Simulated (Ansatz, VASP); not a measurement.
# One calculation of Mo3HS6, two programs

INCAR

```
SYSTEM = Mo3HS6
ALGO     = Normal         ! electronic algorithm
DIPOL    = 0.5 0.5 0.485
EDIFF    = 1E-6           ! SCF threshold, eV
ENCUT    = 520            ! plane-wave cutoff, eV
GGA      = PS             ! functional
IDIPOL   = 3            
ISIF     = 2              ! what is computed and relaxed
ISMEAR   = 0              ! smearing method
LASPH    = .True.         ! aspherical terms in the spheres
LCHARG   = .True.         ! write CHGCAR
LDIPOL   = .True.       
LELF     = .True.         ! ELF
LREAL    = .False.        ! projectors in reciprocal space
LVACPOTAV= .True.       
LVHAR    = .True.       
LWAVE    = .False.        ! write WAVECAR
NBANDS   = 50             ! bands
NELM     = 60             ! most SCF steps
PREC     = Accurate       ! precision mode
SIGMA    = 0.1            ! smearing width, eV
```

Contents of KPOINTS:

```
k-points
0
Gamma
  10 5 1
  0 0 0
```

File POSCAR:

```
Mo3HS6
1.0
    3.1204068985      0.0000000000      0.0000000000
   -1.5602034492      6.1523257957      0.0000000000
    0.0000000000      0.0000000000     25.6597815141
S Mo H
6 3 1
Direct
    0.8927216587      0.7854433174      0.3312576919
    0.1715891272      0.3431782543      0.3824398182
    0.4248770516      0.8497541032      0.4354374436
    0.7047428115      0.4094654124      0.4861970894
    0.9628665561      0.9257405526      0.5411345583
    0.1730160878      0.3460381128      0.6172031673
    0.5321553930      0.0643107859      0.3568487551
    0.0634283179      0.1268429315      0.4560351157
    0.6028601598      0.2057221030      0.5588565878
    0.3396827545      1.1793714461      0.6859383869
```

Input for Ansatz:

```yaml
crystal:
  lattice:
    - [3.1204068985, 0.0, 0.0]
    - [-1.5602034492, 6.1523257957, 0.0]
    - [0.0, 0.0, 25.6597815141]
  atoms:
    - { symbol: S, position: [0.8927216587, 0.7854433174, 0.3312576919] }
    - { symbol: Mo, position: [0.532155393, 0.0643107859, 0.3568487551] }
    - { symbol: S, position: [0.1715891272, 0.3431782543, 0.3824398182] }
    - { symbol: S, position: [0.4248770516, 0.8497541032, 0.4354374436] }
    - { symbol: Mo, position: [0.0634283179, 0.1268429315, 0.4560351157] }
    - { symbol: S, position: [0.7047428115, 0.4094654124, 0.4861970894] }
    - { symbol: S, position: [0.9628665561, 0.9257405526, 0.5411345583] }
    - { symbol: Mo, position: [0.6028601598, 0.205722103, 0.5588565878] }
    - { symbol: S, position: [0.1730160878, 0.3460381128, 0.6172031673] }
    - { symbol: H, position: [0.3396827545, 1.1793714461, 0.6859383869] }
basis:
  ecutwfc: 420
kpoints:
  mp_grid: { grid: [10, 5, 1] }
hamiltonian:
  xc: pbesol
scf:
  occupations: { method: gaussian, width: 0.1 }
output:
  forces: true
  stress: true
  eigenvalues: true
  write_density: true
  write_potential: true
  elf: true
  volumetric_format: npy
efield:
  axis: 3
  dipole_correction: true
  ramp_width: 0.04
```

Alike in both runs: task single point; functional PBEsol; k mesh 10 × 5 × 1; occupations gaussian, width 0.1 eV; no spin polarisation.

```csv
,VASP,Ansatz
version,VASP 6.6.1,Ansatz 0.2.0
potentials or method,"VASP PAW PBE potentials, release 64 (S, Mo_sv, H), cutoff 520 eV","scalar-relativistic, plane waves, PAW"
valence electrons in the cell,79,79
```

Ansatz gave:

| Property | Result |
| --- | --- |
| gap on the k mesh at the Fermi level (eV) | none |
| rms of the force components (eV/Å) | 0.959 |
| work function, face that differs most (eV) | 4.99 |

Problem. Estimate VASP's values.

Solution. gap on the k mesh at the Fermi level (eV): none; rms of the force components (eV/Å): 0.959; work function, face that differs most (eV): 4.98.

VASP's potentials were made for PBE, not for PBEsol. A gap of «none» marks a metal or a gap that the smearing closes. Ansatz's warnings: xc potential rough in thin density.
